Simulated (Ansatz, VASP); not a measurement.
# Two plane-wave programs on Mg2BeS3

```xyz
6
Lattice="5.0688 0.0000 0.0000 -2.5344 4.3897 0.0000 0.0000 0.0000 4.7090" Properties=species:S:1:pos:R:3 pbc="T T T"
Mg    0.0000    2.9264    0.6835
Mg    2.5344    1.4632    0.6835
Be    0.0000    0.0000    2.9840
S     0.0000    2.9264    3.0371
S     2.5344    1.4632    3.0371
S     0.0000    0.0000    0.6964
```

Alike in both runs: functional PBE; k mesh 3 × 3 × 2; occupations gaussian, width 0.15 eV; no spin polarisation.

Ansatz relaxed the structure, and its values are those at the end. VASP's run is a single point on that final structure, the one shown.

```csv
,VASP,Ansatz
version,VASP 6.6.1,Ansatz 0.2.0
potentials or method,"VASP PAW PBE potentials, release 64 (Mg, Be, S), cutoff 600 eV","scalar-relativistic, plane waves, PAW"
valence electrons in the cell,24,40
```

```csv
,VASP,Ansatz,Ansatz less VASP
gap on the k mesh at the Fermi level (eV),none,none,-
pressure (GPa),-0.1,0.0,+0.10
rms of the force components (eV/Å),0.005,0.005,+0.0001
```

A gap of «none» marks a metal or a gap that the smearing closes. VASP's potentials hold 24 valence electrons a cell and Ansatz's 40, so a difference there can come from the potentials and not from the codes.

The k mesh is coarse, so the values compare programs but aren't converged.
